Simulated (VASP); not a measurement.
# MgO (Fm-3m) in VASP: a series of runs, part 2 of 2

VASP 6.6.1. The steps go on from the part before.

**4. Single point, PBE**

INCAR reads:

```
SYSTEM = MgO
PREC = Accurate
ENCUT = 600
EDIFF = 1E-6
ISMEAR = -1
SIGMA = 0.001
LREAL = .FALSE.
LASPH = .TRUE.
NELM = 120
ALGO = Normal
ISIF = 2
LWAVE = .FALSE.
LCHARG = .FALSE.
GGA = PE
NBANDS = 11
GGA_COMPAT = .FALSE.
```

KPOINTS reads:

```
regular mesh
0
G
  8 8 8
  0 0 0
```

POSCAR reads:

```
MgO
1.0
    0.0000000000      2.1056500000      2.1056500000
    2.1056500000      0.0000000000      2.1056500000
    2.1056500000      2.1056500000      0.0000000000
Mg O
1 1
Direct
    0.0000000000      0.0000000000      0.0000000000
    0.5000000000      0.5000000000      0.5000000000
```

Potentials or basis: VASP PAW PBE potentials, release 64 (Mg, O).

Command:

```sh
> cat potpaw_PBE.64/Mg/POTCAR potpaw_PBE.64/O/POTCAR > POTCAR
> mpirun -np 1 vasp_std > vasp.out
```

OUTCAR:

```text
SYSTEM = MgO
   PREC = Accurate
   ENCUT = 600
   EDIFF = 1E-6
   ISMEAR = -1
   LREAL = .FALSE.
   LASPH = .TRUE.
   NELM = 120
   ISIF = 2
   GGA = PE

 ion  position               nearest neighbor table
   1  0.000  0.000  0.000-   2 2.11   2 2.11   2 2.11   2 2.11   2 2.11   2 2.11
   2  0.500  0.500  0.500-   1 2.11   1 2.11   1 2.11   1 2.11   1 2.11   1 2.11

  LATTYP: Found a face centered cubic cell.
 ALAT       =     4.2113000000

  Lattice vectors:

 A1 = (   0.0000000000,   2.1056500000,   2.1056500000)
 A2 = (   2.1056500000,   0.0000000000,   2.1056500000)
 A3 = (   2.1056500000,   2.1056500000,   0.0000000000)

Analysis of symmetry for initial positions (statically):
=====================================================================
 Subroutine PRICEL returns:
 Original cell was already a primitive cell.

 Routine SETGRP: Setting up the symmetry group for a
 face centered cubic supercell.

 Subroutine GETGRP returns: Found 48 space group operations
 (whereof 48 operations were pure point group operations)
 out of a pool of 48 trial point group operations.

The static configuration has the point symmetry O_h .

[... 171 lines left out ...]
      4       3.1891      2.00000
      5       7.9221      0.00000
      6      18.9944      0.00000
      7      18.9944      0.00000
      8      18.9944      0.00000
      9      22.9113      0.00000
     10      24.6875      0.00000
     11      24.6875      0.00000
[... 309 lines left out ...]
 k-point    24 :      -0.3750    0.2500    0.1250
  band No.  band energies     occupation
      1     -12.6406      2.00000
      2      -0.8122      2.00000
      3       1.2541      2.00000
      4       2.2023      2.00000
      5      12.8664      0.00000
      6      15.3938      0.00000
      7      16.6873      0.00000
      8      20.0954      0.00000
      9      23.7238      0.00000
     10      25.2756      0.00000
     11      29.3603      0.00000

 [... further k-points ...]

------------------------ aborting loop because EDIFF is reached ----------------------------------------

  FORCE on cell =-STRESS in cart. coord.  units (eV):
  Direction    XX          YY          ZZ          XY          YZ          ZX
  --------------------------------------------------------------------------------------
  -------------------------------------------------------------------------------------
  Total        0.4412759      0.4412759      0.4412759     -0.0000000     -0.0000000     -0.0000000
  in kB       37.8645020     37.8645020     37.8645020     -0.0000000     -0.0000000     -0.0000000
  external PRESSURE =      37.8645020 kB  Pullay stress =       0.0000000 kB

 VOLUME and BASIS-vectors are now :
 -----------------------------------------------------------------------------
  energy-cutoff  :      600.00
  volume of cell :       18.67
      direct lattice vectors                 reciprocal lattice vectors
     0.000000000  2.105650000  2.105650000    -0.237456367  0.237456367  0.237456367
     2.105650000  0.000000000  2.105650000     0.237456367 -0.237456367  0.237456367
     2.105650000  2.105650000  0.000000000     0.237456367  0.237456367 -0.237456367

 POSITION                                       TOTAL-FORCE (eV/Angst)
 -----------------------------------------------------------------------------------
      0.00000      0.00000      0.00000         0.000000      0.000000     -0.000000
      2.10565      2.10565      2.10565        -0.000000     -0.000000      0.000000
 -----------------------------------------------------------------------------------
    total drift:                               -0.000000     -0.000000      0.000000

  FREE ENERGIE OF THE ION-ELECTRON SYSTEM (eV)
  ---------------------------------------------------
  free  energy   TOTEN  =       -11.9086814171 eV

  energy  without entropy=      -11.9086814171  energy(sigma->0) =      -11.90868142
```

OSZICAR:

```text
N       E                     dE             d eps       ncg     rms          rms(c)
DAV:   1     0.213988088465E+02    0.21399E+02   -0.49196E+03   702   0.725E+02
DAV:   2    -0.127268865841E+02   -0.34126E+02   -0.33533E+02   736   0.154E+02
DAV:   3    -0.134654052468E+02   -0.73852E+00   -0.73790E+00   766   0.206E+01
DAV:   4    -0.134671254650E+02   -0.17202E-02   -0.17202E-02   692   0.113E+00
DAV:   5    -0.134671310097E+02   -0.55447E-05   -0.55447E-05   758   0.637E-02    0.721E+00
DAV:   6    -0.119264169026E+02    0.15407E+01   -0.87674E+00   668   0.163E+01    0.223E+00
DAV:   7    -0.119144654448E+02    0.11951E-01   -0.53576E-02   695   0.212E+00    0.134E+00
DAV:   8    -0.119090556507E+02    0.54098E-02   -0.28010E-02   671   0.190E+00    0.237E-01
DAV:   9    -0.119086926888E+02    0.36296E-03   -0.53434E-04   725   0.164E-01    0.135E-01
DAV:  10    -0.119086795798E+02    0.13109E-04   -0.49255E-04   704   0.169E-01    0.842E-03
DAV:  11    -0.119086814967E+02   -0.19169E-05   -0.24671E-06   725   0.134E-02    0.558E-03
DAV:  12    -0.119086814171E+02    0.79587E-07   -0.60387E-07   382   0.618E-03
   1 F= -.11908681E+02 E0= -.11908681E+02  d E =0.000000E+00
```

Wall time 7.7 s (1 thread of Intel Xeon 8259CL, shared host); peak memory 0.14 GiB.

What came out:

```
Free energy            : -11.9087 eV
Pressure               : 3.8 GPa
Band gap on the k mesh : 4.73 eV, direct
```

Levels at points of the mesh, in eV from the valence-band top:
```tsv
k point	band 1	band 2	band 3	band 4	band 5	band 6	band 7	band 8	band 9
(0.00, 0.00, 0.00)	-17.27	0.00	0.00	0.00	4.73	15.81	15.81	15.81	19.72
(0.50, 0.00, 0.00)	-15.98	-4.62	-0.65	-0.65	7.90	12.61	16.32	16.32	20.90
(0.50, 0.50, 0.00)	-15.72	-4.09	-1.35	-1.35	9.12	9.98	13.10	18.98	18.98
```

**5. Single point, PBE**

INCAR reads:

```
  ALGO = Normal
  EDIFF = 1E-6
  ENCUT = 600
  GGA = PE
  GGA_COMPAT = False
  ISIF = 2
  ISMEAR = -1
  LASPH = True
  LCHARG = False
  LREAL = False
  LWAVE = False
  NBANDS = 11
  NELM = 120
  PREC = Accurate
  SIGMA = 0.05
```

KPOINTS reads:

```
k-points
0
Gamma
  8 8 8
```

POSCAR is that of step 4.

Command:

```sh
> cat potpaw_PBE.64/Mg/POTCAR potpaw_PBE.64/O/POTCAR > POTCAR
> mpirun -np 1 vasp_std > vasp.out
```

Wall time 9.3 s (1 thread of Intel Xeon 8259CL, shared host); peak memory 0.14 GiB.

It converged, with:

```
Free energy            : -11.9087 eV
Pressure               : 3.8 GPa
Band gap on the k mesh : 4.73 eV, direct
```

Levels at points of the mesh, in eV from the valence-band top:
```
           k point  band 2  band 3  band 4  band 5  band 6  band 7
(0.00, 0.00, 0.00)    0.00    0.00    0.00    4.73   15.81   15.81
(0.50, 0.00, 0.00)   -4.62   -0.65   -0.65    7.90   12.61   16.32
(0.50, 0.50, 0.00)   -4.09   -1.35   -1.35    9.12    9.98   13.10
```

**6. Overview**

| smearing | gap on the mesh (eV) | pressure (GPa) |
| --- | --- | --- |
| fermi-dirac 0.02 eV | 4.73 | 3.8 |
| fermi-dirac 0.001 eV | 4.73 | 3.8 |
| fermi-dirac 0.05 eV | 4.73 | 3.8 |

Alike in all rows: task single point; level PBE; potentials or basis VASP PAW PBE potentials, release 64 (Mg, O); no spin polarisation; cell as given; k mesh 8 × 8 × 8; cutoff (eV) 600.

On the cell as given the gap runs from 4.73 eV (PBE) to 4.73 eV (PBE).

Absolute energies hang on the potentials; compare differences alone.
